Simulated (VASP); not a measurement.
# Ag (Fm-3m) in VASP: further runs

Runs on Ag. Level: LDA. Tasks: single point.

Everything below comes from runs of VASP 6.6.1. Logs are shortened: lines on timing, memory, paths and dates and some standing lists are left out, and cuts for length are marked.

### 1 The cell of the first run

It takes space group Fm-3m (No. 225, cubic). The conventional cell has a = 4.059 Å, b = 4.059 Å, c = 4.059 Å, α = 90.00°, β = 90.00°, γ = 90.00°. Ag (site symmetry m-3m) has 12 Ag at 2.87 Å within 3.8 Å.

### 2 Single point, LDA (volume scaled by 0.98)

INCAR reads:

```
SYSTEM = Ag
PREC     = Accurate       ! precision mode
ENCUT    = 520            ! plane-wave cutoff, eV
EDIFF    = 1E-6           ! SCF threshold, eV
ISMEAR   = -1             ! smearing method
SIGMA    = 0.05           ! smearing width, eV
LREAL    = .FALSE.        ! projectors in reciprocal space
LASPH    = .TRUE.         ! aspherical terms in the spheres
NELM     = 60             ! most SCF steps
ALGO     = Normal         ! electronic algorithm
ISIF     = 2              ! what is computed and relaxed
LWAVE    = .FALSE.        ! write WAVECAR
LCHARG   = .FALSE.        ! write CHGCAR
GGA      = CA             ! functional
NBANDS   = 12             ! bands
```

KPOINTS reads:

```
regular mesh
0
G
  15 15 15
  0 0 0
```

POSCAR reads:

```
Ag
1.0
    0.0000000000      2.0293875063      2.0293875063
    2.0293875063      0.0000000000      2.0293875063
    2.0293875063      2.0293875063      0.0000000000
Ag
1
Direct
    0.0000000000      0.0000000000      0.0000000000
```

Potentials or basis: VASP PAW LDA potentials, release 64 (Ag).

The run is started by

```console
> cat potpaw_LDA.64/Ag/POTCAR > POTCAR
> mpirun -np 1 vasp_std > vasp.out
```

OUTCAR:

```text
SYSTEM = Ag
   PREC = Accurate
   ENCUT = 520
   EDIFF = 1E-6
   ISMEAR = -1
   LREAL = .FALSE.
   LASPH = .TRUE.
   NELM = 60
   ISIF = 2
   GGA = CA

 ion  position               nearest neighbor table
   1  0.000  0.000  0.000-

  LATTYP: Found a face centered cubic cell.
 ALAT       =     4.0587750126

  Lattice vectors:

 A1 = (   0.0000000000,   2.0293875063,   2.0293875063)
 A2 = (   2.0293875063,   0.0000000000,   2.0293875063)
 A3 = (   2.0293875063,   2.0293875063,   0.0000000000)

Analysis of symmetry for initial positions (statically):
=====================================================================
 Subroutine PRICEL returns:
 Original cell was already a primitive cell.

 Routine SETGRP: Setting up the symmetry group for a
 face centered cubic supercell.

 Subroutine GETGRP returns: Found 48 space group operations
 (whereof 48 operations were pure point group operations)
 out of a pool of 48 trial point group operations.

The static configuration has the point symmetry O_h .

Analysis of symmetry for dynamics (positions and initial velocities):
=====================================================================
 Subroutine PRICEL returns:
 Original cell was already a primitive cell.

 Routine SETGRP: Setting up the symmetry group for a
 face centered cubic supercell.

 Subroutine GETGRP returns: Found 48 space group operations
 (whereof 48 operations were pure point group operations)
 out of a pool of 48 trial point group operations.

The dynamic configuration has the point symmetry O_h .

 Subroutine INISYM returns: Found 48 space group operations
 (whereof 48 operations are pure point group operations),
 and found     1 'primitive' translations

----------------------------------------------------------------------------------------

                                     Primitive cell

  volume of cell :      16.7157

  direct lattice vectors                    reciprocal lattice vectors
     0.000000000  2.029387506  2.029387506    -0.246379757  0.246379757  0.246379757
     2.029387506  0.000000000  2.029387506     0.246379757 -0.246379757  0.246379757
     2.029387506  2.029387506  0.000000000     0.246379757  0.246379757 -0.246379757

  length of vectors
     2.869987335  2.869987335  2.869987335     0.426742257  0.426742257  0.426742257

  position of ions in fractional coordinates (direct lattice)
     0.000000000  0.000000000  0.000000000

  ion indices of the primitive-cell ions
   primitive index   ion index
                 1           1

[... 79 lines left out ...]
   POTIM  = 0.5000    time-step for ionic-motion
   TEBEG  =    0.0;   TEEND  =   0.0 temperature during run
   PSTRESS=    0.0 pullay stress
   NELECT =      11.0000    total number of electrons
   NUPDOWN=      -1.0000    fix difference up-down
   EMIN   =  10.00;   EMAX   =-10.00  energy-range for DOS
   EFERMI =   0.00;   METHOD = LEGACY
   ISMEAR =    -1;   SIGMA  =   0.05  broadening in eV -4-tet -1-fermi 0-gaus
   EFERMI_NEDOS =   21; number of points for ismear=-14 and -15
   IALGO  =     38    algorithm
   IMIX   =      4    mixing-type and parameters
     AMIX     =   0.40;   BMIX     =  1.00
     AMIX_MAG =   1.60;   BMIX_MAG =  1.00
  volume/ion in A,a.u.               =      16.72       112.80
  Fermi-wavevector in a.u.,A,eV,Ry     =   1.423959  2.690892 27.587969  2.027659
  Thomas-Fermi vector in A             =   2.544501
   LORBIT       =      0    0 simple, 1 ext, 2 COOP (PROOUT), +10 PAW based schemes
   GGA     = CA    functional components
   LHFCALC =     F    Hartree Fock is set to
   AEXX    =    0.0000 exact exchange contribution
   IVDW    =     0    specifies the selected vdW correction
   LEPSILON=     F    determine dielectric tensor
   LRPA    =     F    only Hartree local field effects (RPA)
 non-spin polarized calculation
  energy-cutoff  :      520.00
  volume of cell :       16.72
 maximum number of plane-waves:       463
 NGX is ok and might be reduce to    24
   NGX = 11   NGY = 11   NGZ = 11

 number of electron      11.0000000 magnetization

 Free energy of the ion-electron system (eV)
  ---------------------------------------------------
  ext. energy  EPLUGINS =         0.00000000
  ---------------------------------------------------
  free energy    TOTEN  =        -3.76920894 eV

  energy without entropy =       -3.76585861  energy(sigma->0) =       -3.76753378

 E-fermi :   8.5725     XC(G=0): -12.7011

 val. band max:        8.5540596128   @ k =  -0.2667   0.2667   0.0000
 cond. band min:       8.5817452791   @ k =  -0.3333   0.2000   0.0000
 fundamental gap:      0.0276856664
 Fermi energy:         8.5725209929

 k-point     1 :       0.0000    0.0000    0.0000
  band No.  band energies     occupation
      1       0.4536      2.00000
      2       3.5776      2.00000
      3       3.5776      2.00000
      4       3.5776      2.00000
      5       4.6692      2.00000
      6       4.6692      2.00000
      7      24.4903      0.00000
      8      28.1106      0.00000
      9      28.1106      0.00000
     10      28.1106      0.00000
     11      33.1797      0.00000
     12      34.2890      0.00000
[... 331 lines left out ...]
 k-point    24 :       0.2000    0.1333    0.0000
  band No.  band energies     occupation
      1       1.6109      2.00000
      2       3.1648      2.00000
      3       3.9528      2.00000
      4       3.9878      2.00000
      5       4.4021      2.00000
      6       4.8682      2.00000
      7      23.6656      0.00000
      8      25.2325      0.00000
      9      25.6431      0.00000
     10      27.1439      0.00000
     11      30.8120      0.00000
     12      33.8813      0.00000

 [... further k-points ...]

------------------------ aborting loop because EDIFF is reached ----------------------------------------

  FORCE on cell =-STRESS in cart. coord.  units (eV):
  Direction    XX          YY          ZZ          XY          YZ          ZX
  --------------------------------------------------------------------------------------
  -------------------------------------------------------------------------------------
  Total       -0.5479241     -0.5479241     -0.5479241     -0.0000000     -0.0000000      0.0000000
  in kB      -52.5177417    -52.5177417    -52.5177417     -0.0000000     -0.0000000      0.0000000
  external PRESSURE =     -52.5177417 kB  Pullay stress =       0.0000000 kB

 VOLUME and BASIS-vectors are now :
 -----------------------------------------------------------------------------
  energy-cutoff  :      520.00
  volume of cell :       16.72
      direct lattice vectors                 reciprocal lattice vectors
     0.000000000  2.029387506  2.029387506    -0.246379757  0.246379757  0.246379757
     2.029387506  0.000000000  2.029387506     0.246379757 -0.246379757  0.246379757
     2.029387506  2.029387506  0.000000000     0.246379757  0.246379757 -0.246379757

 POSITION                                       TOTAL-FORCE (eV/Angst)
 -----------------------------------------------------------------------------------
      0.00000      0.00000      0.00000         0.000000      0.000000      0.000000
 -----------------------------------------------------------------------------------
    total drift:                               -0.000000      0.000000      0.000000

  FREE ENERGIE OF THE ION-ELECTRON SYSTEM (eV)
  ---------------------------------------------------
  free  energy   TOTEN  =        -3.7692089400 eV

  energy  without entropy=       -3.7658586133  energy(sigma->0) =       -3.76753378
```

It took 23 s on 1 thread of Intel Xeon 8259CL, shared host; peak memory 0.14 GiB.

What came out:

```yaml
Free_energy: -3.7692 eV
Pressure: -5.3 GPa
```

Levels at points of the mesh, in eV from the Fermi level:
```csv
k point,band 3,band 4,band 5,band 6,band 7,band 8,band 9,band 10
"(0.00, 0.00, 0.00)",-4.99,-4.99,-3.90,-3.90,15.92,19.54,19.54,19.54
```

### 3 Single point, LDA (volume scaled by 1.01)

INCAR reads:

```
SYSTEM = Ag
PREC = Accurate
ENCUT = 520
EDIFF = 1E-6
ISMEAR = -1
SIGMA = 0.05
LREAL = .False.
LASPH = .True.
NELM = 60
ALGO = Normal
ISIF = 2
LWAVE = .False.
LCHARG = .False.
GGA = CA
NBANDS = 12
```

KPOINTS reads:

```
regular mesh
0
Gamma
  15 15 15
  0 0 0
```

POSCAR reads:

```
Ag
1.0
    0.0000000000      2.0498877575      2.0498877575
    2.0498877575      0.0000000000      2.0498877575
    2.0498877575      2.0498877575      0.0000000000
Ag
1
Direct
    0.0000000000      0.0000000000      0.0000000000
```

Potentials or basis: VASP PAW LDA potentials, release 64 (Ag).

The run is started by

```console
> cat potpaw_LDA.64/Ag/POTCAR > POTCAR
> mpirun -np 1 vasp_std > vasp.out
```

OUTCAR:

```text
SYSTEM = Ag
   PREC = Accurate
   ENCUT = 520
   EDIFF = 1E-6
   ISMEAR = -1
   LREAL = .False.
   LASPH = .True.
   NELM = 60
   ISIF = 2
   GGA = CA

 ion  position               nearest neighbor table
   1  0.000  0.000  0.000-

  LATTYP: Found a face centered cubic cell.
 ALAT       =     4.0997755150

  Lattice vectors:

 A1 = (   0.0000000000,   2.0498877575,   2.0498877575)
 A2 = (   2.0498877575,   0.0000000000,   2.0498877575)
 A3 = (   2.0498877575,   2.0498877575,   0.0000000000)

Analysis of symmetry for initial positions (statically):
[... 531 lines left out ...]
      7      22.9908      0.00000
      8      24.6386      0.00000
      9      24.8960      0.00000
     10      26.4729      0.00000
     11      29.8271      0.00000
     12      33.1047      0.00000

 [... further k-points ...]
[... 5 lines left out ...]
  --------------------------------------------------------------------------------------
  -------------------------------------------------------------------------------------
  Total       -0.8823611     -0.8823611     -0.8823611      0.0000000      0.0000000     -0.0000000
  in kB      -82.0609807    -82.0609807    -82.0609807      0.0000000      0.0000000     -0.0000000
  external PRESSURE =     -82.0609807 kB  Pullay stress =       0.0000000 kB

 VOLUME and BASIS-vectors are now :
 -----------------------------------------------------------------------------
  energy-cutoff  :      520.00
  volume of cell :       17.23
      direct lattice vectors                 reciprocal lattice vectors
     0.000000000  2.049887758  2.049887758    -0.243915794  0.243915794  0.243915794
     2.049887758  0.000000000  2.049887758     0.243915794 -0.243915794  0.243915794
     2.049887758  2.049887758  0.000000000     0.243915794  0.243915794 -0.243915794

 POSITION                                       TOTAL-FORCE (eV/Angst)
 -----------------------------------------------------------------------------------
      0.00000      0.00000      0.00000         0.000000      0.000000      0.000000
 -----------------------------------------------------------------------------------
    total drift:                               -0.000000      0.000000      0.000000

  FREE ENERGIE OF THE ION-ELECTRON SYSTEM (eV)
  ---------------------------------------------------
  free  energy   TOTEN  =        -3.7477964215 eV

  energy  without entropy=       -3.7443533360  energy(sigma->0) =       -3.74607488
```

OSZICAR:

```text
N       E                     dE             d eps       ncg     rms          rms(c)
DAV:   1     0.516773216732E+02    0.51677E+02   -0.54611E+03  2896   0.824E+02
DAV:   2    -0.321891186483E+01   -0.54896E+02   -0.51813E+02  3312   0.193E+02
DAV:   3    -0.405910651540E+01   -0.84019E+00   -0.83967E+00  3396   0.254E+01
DAV:   4    -0.406155441684E+01   -0.24479E-02   -0.24478E-02  3336   0.145E+00
DAV:   5    -0.406157320593E+01   -0.18789E-04   -0.18790E-04  3400   0.115E-01    0.533E+00
DAV:   6    -0.376196598080E+01    0.29961E+00   -0.12526E+00  3092   0.982E+00    0.338E+00
DAV:   7    -0.375220363888E+01    0.97623E-02   -0.67645E-03  3340   0.809E-01    0.190E+00
DAV:   8    -0.374778632445E+01    0.44173E-02   -0.84316E-04  3304   0.221E-01    0.646E-02
DAV:   9    -0.374779707814E+01   -0.10754E-04   -0.71973E-06  3376   0.172E-02    0.140E-02
DAV:  10    -0.374779642147E+01    0.65667E-06   -0.16633E-06  3324   0.101E-02
   1 F= -.37477964E+01 E0= -.37460749E+01  d E =-.344309E-02
```

Wall time 22 s (1 thread of Intel Xeon 8259CL, shared host); peak memory 0.15 GiB.

Results:

* Free energy: -3.7478 eV
* Pressure: -8.2 GPa

### 4 Single point, LDA (volume scaled by 1.03)

INCAR reads:

```
SYSTEM = Ag
ALGO = Normal
EDIFF = 1E-6
ENCUT = 520
GGA = CA
ISIF = 2
ISMEAR = -1
LASPH = .TRUE.
LCHARG = .FALSE.
LREAL = .FALSE.
LWAVE = .FALSE.
NBANDS = 12
NELM = 60
PREC = Accurate
SIGMA = 0.05
```

KPOINTS reads:

```
k-points
0
G
  15 15 15
  0 0 0
```

POSCAR reads:

```
Ag
1.0
    0.0000000000      2.0633300285      2.0633300285
    2.0633300285      0.0000000000      2.0633300285
    2.0633300285      2.0633300285      0.0000000000
Ag
1
Direct
    0.0000000000      0.0000000000      0.0000000000
```

The run is started by

```console
> cat potpaw_LDA.64/Ag/POTCAR > POTCAR
> mpirun -np 1 vasp_std > vasp.out
```

Wall time 23 s (1 thread of Intel Xeon 8259CL, shared host); peak memory 0.15 GiB.

Results (log left out):

```
Free energy : -3.7287 eV
Pressure    : -9.8 GPa
```

Levels at points of the mesh, in eV from the Fermi level:
```csv
k point,band 4,band 5,band 6,band 7,band 8,band 9
"(0.00, 0.00, 0.00)",-4.79,-3.79,-3.79,15.84,19.16,19.16
```

### 5 Single point, LDA (volume scaled by 1.04)

INCAR reads:

```
PREC     = Accurate       # precision mode
ENCUT    = 520            # plane-wave cutoff, eV
EDIFF    = 1E-6           # SCF threshold, eV
ISMEAR   = -1             # smearing method
SIGMA    = 0.05           # smearing width, eV
LREAL    = False          # projectors in reciprocal space
LASPH    = True           # aspherical terms in the spheres
NELM     = 60             # most SCF steps
ALGO     = Normal         # electronic algorithm
ISIF     = 2              # what is computed and relaxed
LWAVE    = False          # write WAVECAR
LCHARG   = False          # write CHGCAR
GGA      = CA             # functional
NBANDS   = 12             # bands
```

KPOINTS reads:

```
regular mesh
0
Gamma
  15 15 15
```

POSCAR reads:

```
Ag
1.0
    0.0000000000      2.0699859780      2.0699859780
    2.0699859780      0.0000000000      2.0699859780
    2.0699859780      2.0699859780      0.0000000000
Ag
1
Direct
    0.0000000000      0.0000000000      0.0000000000
```

The run is started by

```console
> cat potpaw_LDA.64/Ag/POTCAR > POTCAR
> mpirun -np 1 vasp_std > vasp.out
```

Run time: 22 s. Hardware: 1 thread of Intel Xeon 8259CL, shared host; peak memory 0.14 GiB.

The run converged. Its results:

```
Free energy : -3.7179 eV
Pressure    : -10.6 GPa
```

Levels at points of the mesh, in eV from the Fermi level:
```tsv
k point	band 2	band 3	band 4	band 5	band 6	band 7	band 8	band 9	band 10	band 11
(0.00, 0.00, 0.00)	-4.75	-4.75	-4.75	-3.77	-3.77	15.82	19.08	19.08	19.08	24.01
```

### 6 Single point, LDA (volume scaled by 1.06)

INCAR reads:

```
PREC = Accurate
ENCUT = 520
EDIFF = 1E-6
ISMEAR = -1
SIGMA = 0.05
LREAL = F
LASPH = T
NELM = 100
ALGO = Normal
ISIF = 2
LWAVE = F
LCHARG = T
LELF = T
LVHAR = T
NBANDS = 12
```

KPOINTS reads:

```
Automatic mesh
0
Gamma
  15 15 15
```

POSCAR reads:

```
Ag
1.0
    0.0000000000      2.0831709575      2.0831709575
    2.0831709575      0.0000000000      2.0831709575
    2.0831709575      2.0831709575      0.0000000000
Ag
1
Direct
    0.0000000000      0.0000000000      0.0000000000
```

Potentials or basis: VASP PAW LDA potentials, release 64 (Ag).

The run is started by

```console
> cat potpaw_LDA.64/Ag/POTCAR > POTCAR
> mpirun -np 1 vasp_std > vasp.out
```

Run time: 25 s. Hardware: 1 thread of Intel Xeon 8259CL, shared host; peak memory 0.15 GiB.

The run converged. Its results:

* Free energy: -3.6942 eV
* Pressure: -11.8 GPa

Levels at points of the mesh, in eV from the Fermi level:
```csv
k point,band 3,band 4,band 5,band 6,band 7,band 8,band 9,band 10
"(0.00, 0.00, 0.00)",-4.68,-4.68,-3.73,-3.73,15.78,18.93,18.93,18.93
```

### 7 The runs side by side

```tsv
cell	gap on the mesh (eV)	pressure (GPa)
a = 2.870 Å, angles 60.0°, 1 atom	none	-5.3
a = 2.899 Å, angles 60.0°, 1 atom	none	-8.2
a = 2.918 Å, angles 60.0°, 1 atom	none	-9.8
a = 2.927 Å, angles 60.0°, 1 atom	none	-10.6
a = 2.946 Å, angles 60.0°, 1 atom	none	-11.8
```

Alike in all rows: task single point; level LDA; potentials or basis VASP PAW LDA potentials, release 64 (Ag); no spin polarisation; k mesh 15 × 15 × 15; cutoff (eV) 520; smearing fermi-dirac 0.05 eV.

Total energies depend on the potentials used, so only differences within one code and one set of settings carry meaning.
